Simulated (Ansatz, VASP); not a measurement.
## TiAl in VASP and in Ansatz

```
Ti Al
1.0
     3.12624    0.00000    0.00000
     0.00000    3.12624    0.00000
     0.00000    0.00000    3.49419
Ti Al
1 1
Cartesian
  0.0000 0.0000 0.0000
  1.5631 1.5631 1.7471
```

Alike in both runs: task single point; functional LDA; k mesh 16 × 16 × 16; occupations gaussian, width 0.15 eV; no spin polarisation.

```csv
,VASP,Ansatz
version,VASP 6.6.1,Ansatz 0.2.0
potentials or method,"VASP PAW LDA potentials, release 64 (Ti_sv, Al), cutoff 520 eV","scalar-relativistic, plane waves, PAW"
valence electrons in the cell,15,15
```

|  | VASP | Ansatz | Ansatz less VASP |
| --- | --- | --- | --- |
| gap on the k mesh at the Fermi level (eV) | none | none | - |
| pressure (GPa) | -11.1 | -11.2 | -0.15 |
| traceless stress, the component that is largest in VASP (GPa) | 5.13 | 5.12 | -0.007 |

Ansatz warns that its potentials were made for another functional, while VASP's fit it. LDA's correlation is that of Perdew and Zunger in VASP and of Perdew and Wang (1992) in Ansatz. A gap of «none» marks a metal or a gap that the smearing closes.
